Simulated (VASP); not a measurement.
Write the native input for VASP 6.6.1 that does the following.

```
Task                   : single point
Functional             : PBE
Potentials or basis    : VASP PAW PBE potentials, release 64 (H, C, W_sv)
Cutoff                 : 520 eV
k mesh                 : 3 × 3 × 1
Occupations            : gaussian, width 0.02 eV
Spin                   : no spin polarisation
Dipole correction      : no
Further INCAR settings : LREAL = Auto; ALGO = Normal; EDIFF = 1e-06; NBANDS = 57
```

The structure of H4WC16 lies in POSCAR:

```
H4WC16
1.0
    5.0487420000      0.0000000000      0.0000000000
    2.5243710000      4.3723390000      0.0000000000
    0.0000000000      0.0000000000     14.6764260000
H C W
4 16 1
Direct
    0.1666667848      0.1666666285      0.0681364795
    0.6666667848      0.1666666285      0.0681364795
    0.1666666285      0.6666667429      0.0681364795
    0.6666666285      0.6666667429      0.0681364795
    0.1666667848      0.1666666285      0.1430866071
    0.6666667848      0.1666666285      0.1430866071
    0.1666666285      0.6666667429      0.1430866071
    0.6666666285      0.6666667429      0.1430866071
   -0.1666666285      0.3333332571      0.1781963129
    0.3333333715      0.3333332571      0.1781963129
   -0.1666665867      0.8333333715      0.1781963129
    0.3333334133      0.8333333715      0.1781963129
   -0.1634607400      0.3365393214      0.2837862570
    0.3268219490      0.3365413798      0.2837364492
   -0.1634586269      0.8268219825      0.2837364492
    0.3333324005      0.8333322279      0.2930646058
   -0.0029073595      0.0014045114      0.3188884678
    0.5014713227      0.0014715236      0.3188890129
   -0.0000452535      0.4999548297      0.3131140374
    0.5014045212      0.4970925173      0.3188884678
    0.6665143736      1.1665143073      0.4187501099
```

One way to write it, as run:

INCAR

```
  ALGO = Normal
  EDIFF = 1E-6
  ENCUT = 520
  GGA = PE
  ISIF = 2
  ISMEAR = 0
  LASPH = T
  LCHARG = T
  LELF = T
  LREAL = Auto
  LVHAR = T
  LWAVE = F
  NBANDS = 57
  NELM = 100
  PREC = Accurate
  SIGMA = 0.02
```

KPOINTS

```
k-points
0
Gamma
  3 3 1
```

Potentials or basis: VASP PAW PBE potentials, release 64 (H, C, W_sv).

Launch:

```sh
$ cat potpaw_PBE.64/H/POTCAR potpaw_PBE.64/C/POTCAR potpaw_PBE.64/W_sv/POTCAR > POTCAR
$ mpirun -np 1 vasp_std > vasp.out
```

Results of the run:

| Property | Result |
| --- | --- |
| Largest force | 1.545 eV/Å |
| Band gap on the k mesh | zero (band 41 reaches 1.58 eV, above the bottom of band 42 at 1.55 eV) |

Caveat: the k points lie up to 0.48 Å⁻¹ apart; spin-orbit coupling is left out, which moves the levels of the heavy elements.

It took 3.2 min on 1 thread of Intel(R) Xeon(R) Platinum 8375C CPU @ 2.90GHz (Ice Lake), with other jobs on the host, peak memory 0.43 GiB.
